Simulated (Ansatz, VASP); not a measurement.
**HfO2: VASP beside Ansatz**

```
CELL_PARAMETERS angstrom
0.00000 2.54881 2.54881
2.54881 0.00000 2.54881
2.54881 2.54881 0.00000
ATOMIC_POSITIONS crystal
Hf 0.00000 0.00000 0.00000
O 0.25000 0.25000 0.25000
O 0.75000 0.75000 0.75000
```

Alike in both runs: functional PBE; k mesh 8 × 8 × 8; occupations gaussian, width 0.02 eV; no spin polarisation.

Ansatz relaxed the structure, and its values are those at the end. VASP's run is a single point on that final structure, the one shown.

```csv
,VASP,Ansatz
version,VASP 6.6.1,Ansatz 0.2.0
potentials or method,"VASP PAW PBE potentials, release 64 (Hf_pv, O), cutoff 520 eV","scalar-relativistic, plane waves, PAW"
valence electrons in the cell,22,38
```

|  | VASP | Ansatz | Ansatz less VASP |
| --- | --- | --- | --- |
| gap on the k mesh at the Fermi level (eV) | 3.76 | 3.75 | -0.011 |
| least direct gap on the mesh (eV) | 3.76 | 3.75 | -0.011 |
| pressure (GPa) | -3.6 | 0.0 | +3.63 |

The functional is the same, so the differences come from potentials, cutoffs and numerics. VASP's potentials hold 22 valence electrons a cell and Ansatz's 38, so a difference there can come from the potentials and not from the codes.

Spin-orbit coupling is off throughout.
